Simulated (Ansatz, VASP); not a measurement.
**Mg3Te: VASP beside Ansatz**

```
Mg Te
1.0
     4.61816    0.00000    0.00000
     0.00000    4.61816    0.00000
     0.00000    0.00000    4.61816
Mg Te
3 1
Direct
  0.00000 0.50000 0.50000
  0.50000 0.00000 0.50000
  0.50000 0.50000 0.00000
  0.00000 0.00000 0.00000
```

Change from the starting cell: species swapped into the Ca3Sn type (Pm-3m, No. 221).

Alike in both runs: functional PBE; k mesh 10 × 10 × 10; occupations gaussian, width 0.1 eV; no spin polarisation.

Ansatz relaxed the structure, and its values are those at the end. VASP's run is a single point on that final structure, the one shown.

```csv
,VASP,Ansatz
version,VASP 6.6.1,Ansatz 0.2.0
potentials or method,"VASP PAW PBE potentials, release 64 (Mg, Te), cutoff 520 eV","scalar-relativistic, plane waves, PAW"
valence electrons in the cell,12,46
```

```tsv
	VASP	Ansatz	Ansatz less VASP
gap on the k mesh at the Fermi level (eV)	none	none	-
pressure (GPa)	-0.1	0.0	+0.09
```

A gap of «none» marks a metal or a gap that the smearing closes. The functional is the same, so the differences come from potentials, cutoffs and numerics. VASP's potentials hold 12 valence electrons a cell and Ansatz's 46, so a difference there can come from the potentials and not from the codes.

Neither program's run includes spin-orbit coupling.
